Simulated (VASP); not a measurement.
# MgO (Fm-3m) in VASP: notebook

Aim: see how the results for MgO move with the level of theory and the settings. Levels: HSE06, revPBE+D3(BJ), RPBE. Tasks: single point, relaxation of cell and atoms.

All numbers are computed with VASP 6.6.1; they aren't measurements. Logs are shortened: lines on timing, memory, paths and dates and some standing lists are left out, and cuts for length are marked.

## (1) The cell of the first run

Symmetry: Fm-3m, No. 225, cubic system. Conventional cell: a = 4.194 Å, b = 4.194 Å, c = 4.194 Å, α = 90.00°, β = 90.00°, γ = 90.00°. Mg (site symmetry m-3m) has 6 O at 2.10 Å within 2.8 Å. O (site symmetry m-3m) has 6 Mg at 2.10 Å within 2.8 Å.

## (2) Single point, HSE06

Contents of POSCAR:

```
MgO
1.0
    0.0000000000      2.0970013927      2.0970013927
    2.0970013927      0.0000000000      2.0970013927
    2.0970013927      2.0970013927      0.0000000000
Mg O
1 1
Direct
    0.0000000000      0.0000000000      0.0000000000
    0.5000000000      0.5000000000      0.5000000000
```

Contents of INCAR.step1:

```
PREC     = Accurate       # precision mode
ENCUT    = 520            # plane-wave cutoff, eV
EDIFF    = 1E-5           # SCF threshold, eV
ISMEAR   = -1             # smearing method
SIGMA    = 0.05           # smearing width, eV
LREAL    = F              # projectors in reciprocal space
LASPH    = T              # aspherical terms in the spheres
NELM     = 60             # most SCF steps
ALGO     = Normal         # electronic algorithm
ISIF     = 2              # what is computed and relaxed
LWAVE    = T              # write WAVECAR
GGA      = PE             # functional
NBANDS   = 11             # bands
```

Contents of INCAR.step2:

```
PREC     = Accurate       # precision mode
ENCUT    = 520            # plane-wave cutoff, eV
EDIFF    = 1E-6           # SCF threshold, eV
ISMEAR   = -1             # smearing method
SIGMA    = 0.05           # smearing width, eV
LREAL    = F              # projectors in reciprocal space
LASPH    = T              # aspherical terms in the spheres
NELM     = 60             # most SCF steps
ALGO     = Normal         # electronic algorithm
ISIF     = 2              # what is computed and relaxed
LWAVE    = F              # write WAVECAR
LCHARG   = T              # write CHGCAR
GGA      = PE             # functional
LHFCALC  = T              # exact exchange
HFSCREEN = 0.2079         # screening, 1/A
PRECFOCK = Normal       
LELF     = T              # ELF
LVHAR    = T            
ISTART   = 1            
NBANDS   = 11             # bands
```

Contents of KPOINTS:

```
regular mesh
0
Gamma
  8 8 8
```

Potentials or basis: VASP PAW PBE potentials, release 64 (Mg, O).

The run is started by

```bash
$ cat potpaw_PBE.64/Mg/POTCAR potpaw_PBE.64/O/POTCAR > POTCAR
$ cp INCAR.step1 INCAR
$ mpirun -np 1 vasp_std > vasp.out
$ cp INCAR.step2 INCAR
$ mpirun -np 1 vasp_std > vasp.out
```

OUTCAR:

```text
PREC = Accurate
   ENCUT = 520
   EDIFF = 1E-6
   ISMEAR = -1
   LREAL = F
   LASPH = T
   NELM = 60
   ISIF = 2
   GGA = PE
   LHFCALC = T
   HFSCREEN = 0.2079
   PRECFOCK = Normal
   ISTART = 1

 ion  position               nearest neighbor table
   1  0.000  0.000  0.000-   2 2.10   2 2.10   2 2.10   2 2.10   2 2.10   2 2.10
   2  0.500  0.500  0.500-   1 2.10   1 2.10   1 2.10   1 2.10   1 2.10   1 2.10

  LATTYP: Found a face centered cubic cell.
 ALAT       =     4.1940027854

  Lattice vectors:

 A1 = (   0.0000000000,   2.0970013927,   2.0970013927)
 A2 = (   2.0970013927,   0.0000000000,   2.0970013927)
 A3 = (   2.0970013927,   2.0970013927,   0.0000000000)

Analysis of symmetry for initial positions (statically):
=====================================================================
 Subroutine PRICEL returns:
 Original cell was already a primitive cell.

 Routine SETGRP: Setting up the symmetry group for a
 face centered cubic supercell.

 Subroutine GETGRP returns: Found 48 space group operations
 (whereof 48 operations were pure point group operations)
 out of a pool of 48 trial point group operations.

The static configuration has the point symmetry O_h .

Analysis of symmetry for dynamics (positions and initial velocities):
=====================================================================
 Subroutine PRICEL returns:
 Original cell was already a primitive cell.

 Routine SETGRP: Setting up the symmetry group for a
 face centered cubic supercell.

 Subroutine GETGRP returns: Found 48 space group operations
 (whereof 48 operations were pure point group operations)
 out of a pool of 48 trial point group operations.

The dynamic configuration has the point symmetry O_h .

 Subroutine INISYM returns: Found 48 space group operations
 (whereof 48 operations are pure point group operations),
 and found     1 'primitive' translations

----------------------------------------------------------------------------------------

                                     Primitive cell

  volume of cell :      18.4428

  direct lattice vectors                    reciprocal lattice vectors
     0.000000000  2.097001393  2.097001393    -0.238435702  0.238435702  0.238435702
     2.097001393  0.000000000  2.097001393     0.238435702 -0.238435702  0.238435702
     2.097001393  2.097001393  0.000000000     0.238435702  0.238435702 -0.238435702

  length of vectors
     2.965607810  2.965607810  2.965607810     0.412982751  0.412982751  0.412982751

  position of ions in fractional coordinates (direct lattice)
     0.000000000  0.000000000  0.000000000
     0.500000000  0.500000000  0.500000000

  ion indices of the primitive-cell ions
   primitive index   ion index
                 1           1
                 2           2

----------------------------------------------------------------------------------------

 KPOINTS: regular mesh

Automatic generation of k-mesh.
 Grid dimensions read from file:
 generate k-points for:    8    8    8

 Generating k-lattice:

  Cartesian coordinates                     Fractional coordinates (reciprocal lattice)
    -0.029804463  0.029804463  0.029804463     0.125000000  0.000000000  0.000000000
     0.029804463 -0.029804463  0.029804463     0.000000000  0.125000000  0.000000000
     0.029804463  0.029804463 -0.029804463     0.000000000  0.000000000  0.125000000

  Length of vectors
     0.051622844  0.051622844  0.051622844

  Shift w.r.t. Gamma in fractional coordinates (k-lattice)
     0.000000000  0.000000000  0.000000000

 Subroutine IBZKPT returns following result:
 ===========================================

 Found     29 irreducible k-points:

 Following reciprocal coordinates:
            Coordinates               Weight
  0.000000  0.000000  0.000000      1.000000
  0.125000  0.000000  0.000000      8.000000
  0.250000  0.000000  0.000000      8.000000
  0.375000  0.000000  0.000000      8.000000
  0.500000  0.000000  0.000000      4.000000
  0.125000  0.125000  0.000000      6.000000
[... 16 lines left out ...]
  0.500000  0.250000  0.125000     48.000000
 -0.375000  0.250000  0.125000     24.000000
 [... further k-points ...]
   k-points           NKPTS =     29   k-points in BZ     NKDIM =    512   number of bands    NBANDS=     11
   number of dos      NEDOS =    301   number of ions     NIONS =      2
   total plane-waves  NPLWV =  13824
   dimension x,y,z NGX =    24 NGY =   24 NGZ =   24
   dimension x,y,z NGXF=    48 NGYF=   48 NGZF=   48
   ions per type =               1   1
   NGX,Y,Z   is equivalent  to a cutoff of  13.45, 13.45, 13.45 a.u.
   NGXF,Y,Z  is equivalent  to a cutoff of  26.91, 26.91, 26.91 a.u.
 SYSTEM =  unknown system
   PREC   = accura    normal or accurate (medium, high low for compatibility)
   ISTART =      1    job   : 0-new  1-cont  2-samecut
   ICHARG =      0    charge: 1-file 2-atom 10-const
   ISPIN  =      1    spin polarized calculation?
   LNONCOLLINEAR =      F non collinear calculations
   LSORBIT =      F    spin-orbit coupling
   LASPH  =      T    aspherical Exc in radial PAW
   ENCUT  =  520.0 eV  38.22 Ry    6.18 a.u.   5.51  5.51  5.51*2*pi/ulx,y,z
   NELM   =     60;   NELMIN=  2; NELMDL=  0     # of ELM steps
   EDIFF  = 0.1E-05   stopping-criterion for ELM
   LREAL  =      F    real-space projection
   EDIFFG = 0.1E-04   stopping-criterion for IOM
   NSW    =      0    number of steps for IOM
   IBRION =     -1    ionic relax: 0-MD 1-quasi-New 2-CG
   NFREE  =      0    steps in history (QN), initial steepest desc. (CG)
   ISIF   =      2    stress and relaxation
   ISYM   =      3    0-nonsym 1-usesym 2-fastsym
   POTIM  = 0.5000    time-step for ionic-motion
   TEBEG  =    0.0;   TEEND  =   0.0 temperature during run
   PSTRESS=    0.0 pullay stress
   NELECT =       8.0000    total number of electrons
   NUPDOWN=      -1.0000    fix difference up-down
   EMIN   =  10.00;   EMAX   =-10.00  energy-range for DOS
   EFERMI =   0.00;   METHOD = LEGACY
   ISMEAR =    -1;   SIGMA  =   0.05  broadening in eV -4-tet -1-fermi 0-gaus
   EFERMI_NEDOS =   21; number of points for ismear=-14 and -15
   IALGO  =     38    algorithm
   IMIX   =      1    mixing-type and parameters
     AMIX     =   0.40;   BMIX     =  1.00
     AMIX_MAG =   1.60;   BMIX_MAG =  1.00
  volume/ion in A,a.u.               =       9.22        62.23
  Fermi-wavevector in a.u.,A,eV,Ry     =   1.239261  2.341864 20.895389  1.535768
  Thomas-Fermi vector in A             =   2.373752
   LORBIT       =      0    0 simple, 1 ext, 2 COOP (PROOUT), +10 PAW based schemes
   GGA     = PE    functional components
   LHFCALC =     T    Hartree Fock is set to
   PRECFOCK=normal    Normal, Fast or Accurate (Low or Medium for compatibility)
   ENCUT4O =  -1.0   cutoff for four orbital integrals eV
   NKREDX  =     1    reduce k-point grid by
   NKREDY  =     1    reduce k-point grid by
   NKREDZ  =     1    reduce k-point grid by
   AEXX    =    0.2500 exact exchange contribution
   HFSCREEN=    0.2079 screening length (either q_TF or 0.3 A-1)
   HFSCREENC=   0.2079 screening length for correlation (either q_TF or 0.3 A-1)
   ENCUTFOCK=  -1.0 apply spherical cutoff to Coloumb kernel
   IVDW    =     0    specifies the selected vdW correction
   LEPSILON=     F    determine dielectric tensor
   LRPA    =     F    only Hartree local field effects (RPA)
 non-spin polarized calculation
  energy-cutoff  :      520.00
  volume of cell :       18.44
 maximum number of plane-waves:       531
 NGX is ok and might be reduce to    24
  NGX = 18; NGY = 18; NGZ = 18

 number of electron       8.0000004 magnetization

 Free energy of the ion-electron system (eV)
  ---------------------------------------------------
  ext. energy  EPLUGINS =         0.00000000
  ---------------------------------------------------
  free energy    TOTEN  =       -14.21009203 eV

  energy without entropy =      -14.21009203  energy(sigma->0) =      -14.21009203

 E-fermi :   3.1392     XC(G=0):  -9.1450

 val. band max:        2.0332011420   @ k =   0.0000   0.0000   0.0000
 cond. band min:       8.6085684798   @ k =   0.0000   0.0000   0.0000
 fundamental gap:      6.5753673378
 Fermi energy:         3.1392260293

 k-point     1 :       0.0000    0.0000    0.0000
  band No.  band energies     occupation
      1     -16.8584      2.00000
      2       2.0332      2.00000
      3       2.0332      2.00000
      4       2.0332      2.00000
      5       8.6086      0.00000
      6      19.8643      0.00000
      7      19.8643      0.00000
      8      19.8643      0.00000
      9      23.8284      0.00000
     10      25.7759      0.00000
     11      25.7759      0.00000

 k-point     2 :       0.1250    0.0000    0.0000
  band No.  band energies     occupation
      1     -16.6827      2.00000
      2       1.0505      2.00000
      3       1.9185      2.00000
      4       1.9185      2.00000
      5       9.5395      0.00000
      6      18.1561      0.00000
      7      20.2529      0.00000
      8      20.2529      0.00000
      9      24.8295      0.00000
     10      24.8295      0.00000
     11      26.1445      0.00000

 k-point     3 :       0.2500    0.0000    0.0000
  band No.  band energies     occupation
      1     -16.2266      2.00000
      2      -0.7979      2.00000
      3       1.6539      2.00000
      4       1.6539      2.00000
      5      11.0550      0.00000
      6      16.6755      0.00000
      7      20.8107      0.00000
      8      20.8107      0.00000
      9      24.4491      0.00000
     10      24.4491      0.00000
     11      26.4542      0.00000

 k-point     4 :       0.3750    0.0000    0.0000
  band No.  band energies     occupation
      1     -15.7127      2.00000
      2      -2.3497      2.00000
      3       1.4048      2.00000
      4       1.4048      2.00000
      5      11.7312      0.00000
      6      16.6993      0.00000
      7      20.6605      0.00000
      8      20.6605      0.00000
      9      25.6135      0.00000
     10      25.8634      0.00000
     11      25.8634      0.00000

 k-point     5 :       0.5000    0.0000    0.0000
  band No.  band energies     occupation
      1     -15.4781      2.00000
      2      -2.9562      2.00000
      3       1.3057      2.00000
      4       1.3057      2.00000
      5      11.7908      0.00000
      6      17.0522      0.00000
      7      20.4918      0.00000
      8      20.4918      0.00000
      9      25.2727      0.00000
     10      27.0168      0.00000
     11      27.0168      0.00000
[... 211 lines left out ...]
 k-point    21 :       0.5000    0.5000    0.0000
  band No.  band energies     occupation
      1     -15.1979      2.00000
      2      -2.4065      2.00000
      3       0.5448      2.00000
      4       0.5448      2.00000
      5      12.9047      0.00000
      6      14.0287      0.00000
      7      17.5387      0.00000
      8      23.6107      0.00000
      9      23.6107      0.00000
     10      30.0193      0.00000
     11      31.3232      0.00000

 k-point    22 :       0.3750    0.2500    0.1250
  band No.  band energies     occupation
      1     -15.8998      2.00000
      2      -1.1934      2.00000
      3       0.7765      2.00000
      4       1.3532      2.00000
      5      12.5777      0.00000
      6      15.4495      0.00000
      7      19.3065      0.00000
      8      21.8965      0.00000
      9      22.3813      0.00000
     10      26.8402      0.00000
     11      30.3502      0.00000

 k-point    23 :       0.5000    0.2500    0.1250
  band No.  band energies     occupation
      1     -15.4951      2.00000
      2      -1.9640      2.00000
      3       0.1569      2.00000
      4       1.0757      2.00000
      5      13.5609      0.00000
      6      15.7948      0.00000
      7      18.1180      0.00000
      8      21.4959      0.00000
      9      24.0388      0.00000
     10      26.8659      0.00000
     11      30.5133      0.00000

 k-point    24 :      -0.3750    0.2500    0.1250
  band No.  band energies     occupation
      1     -15.3149      2.00000
      2      -2.2923      2.00000
      3      -0.0653      2.00000
      4       0.9446      2.00000
      5      13.6829      0.00000
      6      16.5117      0.00000
      7      17.6684      0.00000
      8      21.2332      0.00000
      9      24.8732      0.00000
     10      26.5687      0.00000
     11      30.6364      0.00000

 [... further k-points ...]
[... 5 lines left out ...]
  --------------------------------------------------------------------------------------
  -------------------------------------------------------------------------------------
  Total        0.0701189      0.0701189      0.0701189     -0.0000000      0.0000000     -0.0000000
  in kB        6.0914357      6.0914357      6.0914357     -0.0000000      0.0000000     -0.0000000
  external PRESSURE =       6.0914357 kB  Pullay stress =       0.0000000 kB

 VOLUME and BASIS-vectors are now :
 -----------------------------------------------------------------------------
  energy-cutoff  :      520.00
  volume of cell :       18.44
      direct lattice vectors                 reciprocal lattice vectors
     0.000000000  2.097001393  2.097001393    -0.238435702  0.238435702  0.238435702
     2.097001393  0.000000000  2.097001393     0.238435702 -0.238435702  0.238435702
     2.097001393  2.097001393  0.000000000     0.238435702  0.238435702 -0.238435702

 POSITION                                       TOTAL-FORCE (eV/Angst)
 -----------------------------------------------------------------------------------
      0.00000      0.00000      0.00000        -0.000000      0.000000      0.000000
      2.09700      2.09700      2.09700         0.000000     -0.000000     -0.000000
 -----------------------------------------------------------------------------------
    total drift:                               -0.000000     -0.000000     -0.000000

  FREE ENERGIE OF THE ION-ELECTRON SYSTEM (eV)
  ---------------------------------------------------
  free  energy   TOTEN  =       -14.2100920348 eV

  energy  without entropy=      -14.2100920348  energy(sigma->0) =      -14.21009203
```

Run time: 26 min. Hardware: 1 thread of Intel Xeon Platinum 8375C at 2.90GHz (Ice Lake), shared host; peak memory 0.26 GiB.

Results:

```
Free energy            : -14.2101 eV
Pressure               : 0.6 GPa
Band gap on the k mesh : 6.58 eV
```

Caveat: the PAW data sets were made with another functional, which shifts forces and pressure a little.

[end of part 1 of 2]
